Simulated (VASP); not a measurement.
SiGe, 4 atoms in the cell. It takes space group P6_3mc (No. 186, hexagonal). Conventional cell: a = 3.904 Å, b = 3.904 Å, c = 6.451 Å, α = 90.00°, β = 90.00°, γ = 120.00°. Si (site symmetry 3m) has 4 Ge at 2.37 to 2.41 Å within 3.1 Å. Ge (site symmetry 3m) has 4 Si at 2.37 to 2.41 Å within 3.1 Å.  This cell differs from its parent crystal: atoms displaced along a vibrational mode.

| Item | Value |
| --- | --- |
| Program | VASP 6.6.1 |
| Task | single point |
| Functional | r2SCAN |
| Potentials or basis | VASP PAW PBE potentials, release 64 (Si, Ge_d) |
| Cutoff | 550 eV |
| k mesh | 12 × 12 × 4 |
| Occupations | gaussian, width 0.05 eV |
| Spin | no spin polarisation |
| Dipole correction | no |
| Further INCAR settings | ALGO = Normal; EDIFF = 1e-06; NBANDS = 26 |

Potentials or basis: VASP PAW PBE potentials, release 64 (Si, Ge_d).

Run with:

```sh
$ cat potpaw_PBE.64/Si/POTCAR potpaw_PBE.64/Ge_d/POTCAR > POTCAR
$ cp INCAR.step1 INCAR
$ mpirun -np 1 vasp_std > vasp.out
$ cp INCAR.step2 INCAR
$ mpirun -np 1 vasp_std > vasp.out
```

Hardware: 1 thread of Intel Xeon 8259CL, on a shared host.

**Question.** Estimate the wall time of this run.

**Answer.** It took 5 min on 1 thread of Intel Xeon 8259CL (shared host), peak memory 0.29 GiB. Counts: k points 57.
